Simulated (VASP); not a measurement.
Wanted: the native input for a VASP 6.6.1 run.

```
Task                   : relaxation of shape and atoms at fixed volume
Functional             : PBE
Potentials or basis    : VASP PAW PBE potentials, release 64 (In_d, Sb, Te)
Cutoff                 : 600 eV
k mesh                 : 9 × 9 × 4
Occupations            : gaussian, width 0.1 eV
Spin                   : no spin polarisation
Dipole correction      : no
Further INCAR settings : ALGO = Normal; EDIFF = 1e-07; IBRION = 2; EDIFFG = -0.01; NSW = 50; ISIF = 4
```

The structure of In3SbTe2 lies in POSCAR:

```
In3SbTe2
1.0
    4.2840536922      0.0000000000      0.0000000000
   -2.1420268461      3.7100993286      0.0000000000
    0.0000000000      0.0000000000     10.3840585078
In Sb Te
3 1 2
Direct
    0.0000000000      0.0000000000      0.5000000000
    0.3333333333      0.6666666667      0.1557731913
    0.6666666667      0.3333333333      0.8442268087
    0.0000000000      0.0000000000      0.0000000000
    0.3333333333      0.6666666667      0.6696310335
    0.6666666667      0.3333333333      0.3303689665
```

One way to write it, as run:

INCAR

```
SYSTEM = In3SbTe2
PREC = Accurate
ENCUT = 600
EDIFF = 1E-7
ISMEAR = 0
SIGMA = 0.1
LREAL = .FALSE.
LASPH = .TRUE.
NELM = 60
ALGO = Normal
ISIF = 4
LWAVE = .FALSE.
LCHARG = .FALSE.
GGA = PE
IBRION = 2
NSW = 50
EDIFFG = -0.01
```

KPOINTS

```
regular mesh
0
G
  9 9 4
  0 0 0
```

Potentials or basis: VASP PAW PBE potentials, release 64 (In_d, Sb, Te).

Run with:

```bash
$ cat potpaw_PBE.64/In_d/POTCAR potpaw_PBE.64/Sb/POTCAR potpaw_PBE.64/Te/POTCAR > POTCAR
$ mpirun -np 1 vasp_std > vasp.out
```

Results of the run:

- Energy gained by relaxing: 0.0 meV/atom
- Ionic steps: 3
- Pressure after relaxing: 5.1 GPa
- Largest force after relaxing: 0.005 eV/Å
- Band gap on the k mesh: zero (bands 28 and 29 overlap by 1.68 eV)

Caveat: spin-orbit coupling is left out, which moves the levels of the heavy elements.

Run time: 5 min on 1 thread of Intel(R) Xeon(R) 6975P-C (Granite Rapids), on a shared host, peak memory 0.52 GiB.
